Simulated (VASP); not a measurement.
TlGa2BSb4, 16 atoms in the cell. The typed cell holds 16 atoms: a = 8.725 Å, b = 8.668 Å, c = 8.669 Å, α = 60.48°, β = 59.15°, γ = 59.14°. 

| Quantity | Value |
| --- | --- |
| Program | VASP 6.6.1 |
| Task | single point |
| Functional | PBE |
| Potentials or basis | VASP PAW PBE potentials, release 64 (B, Ga_d, Sb, Tl_d) |
| Cutoff | 520 eV |
| k mesh | 3 × 3 × 3 |
| Occupations | gaussian, width 0.1 eV |
| Spin | no spin polarisation |
| Dipole correction | no |
| Further INCAR settings | LREAL = Auto; ALGO = Normal; EDIFF = 1e-07; NBANDS = 76; ISYM = 0 |

Potentials or basis: VASP PAW PBE potentials, release 64 (B, Ga_d, Sb, Tl_d).

Launch:

```bash
$ cat potpaw_PBE.64/B/POTCAR potpaw_PBE.64/Ga_d/POTCAR potpaw_PBE.64/Sb/POTCAR potpaw_PBE.64/Tl_d/POTCAR > POTCAR
$ mpirun -np 1 vasp_std > vasp.out
```

Hardware: 1 thread of Intel(R) Xeon(R) 6975P-C (Granite Rapids) (shared host).

**Question.** How long does it take, and how much memory?

**Answer.** Wall time 9.4 min on 1 thread of Intel(R) Xeon(R) 6975P-C (Granite Rapids) (shared host), peak memory 0.79 GiB. Counts: scf iterations 18, k points 14.
